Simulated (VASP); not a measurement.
Write the native input for VASP 6.6.1 that does the following.

```
Task                   : single point
Functional             : BLYP
Dispersion             : D4
Potentials or basis    : VASP PAW PBE potentials, release 64 (Ta_pv)
Cutoff                 : 520 eV
k mesh                 : 11 × 11 × 11
Occupations            : fermi-dirac, width 0.05 eV
Spin                   : no spin polarisation
Dipole correction      : no
Further INCAR settings : ALGO = Normal; EDIFF = 1e-06; NBANDS = 12
```

The structure of Ta lies in POSCAR:

```
Ta
1.0
   -1.6607918162      1.6607918162      1.6607918162
    1.6607918162     -1.6607918162      1.6607918162
    1.6607918162      1.6607918162     -1.6607918162
Ta
1
Direct
    0.0000000000      0.0000000000      0.0000000000
```

The input as run:

INCAR

```
SYSTEM = Ta
PREC = Accurate ; ENCUT = 520
EDIFF = 1E-6 ; ISMEAR = -1
SIGMA = 0.05 ; LREAL = .False.
LASPH = .True. ; NELM = 60
ALGO = Normal ; ISIF = 2
LWAVE = .False. ; LCHARG = .False.
GGA = B5 ; ALDAX = 1.0
AGGAX = 1.0 ; AGGAC = 1.0
ALDAC = 0.0 ; IVDW = 13
VDW_S6 = 1.0 ; VDW_S8 = 2.34076671
VDW_A1 = 0.44488865 ; VDW_A2 = 4.0933009
NBANDS = 12
```

KPOINTS

```
regular mesh
0
Gamma
  11 11 11
  0 0 0
```

Potentials or basis: VASP PAW PBE potentials, release 64 (Ta_pv).

Launch:

```console
$ cat potpaw_PBE.64/Ta_pv/POTCAR > POTCAR
$ mpirun -np 1 vasp_std > vasp.out
```

Results of the run:

The pressure is 1.1 GPa. The dispersion energy per atom is -0.574 eV.

Caveat: the PAW data sets were made with another functional, which shifts forces and pressure a little; pairwise dispersion overbinds metals, which lowers pressure and volume.

Run time: 27 s on 1 thread of AMD EPYC 7R43 64-Core Processor (Zen 3), on a shared host, peak memory 0.1 GiB.
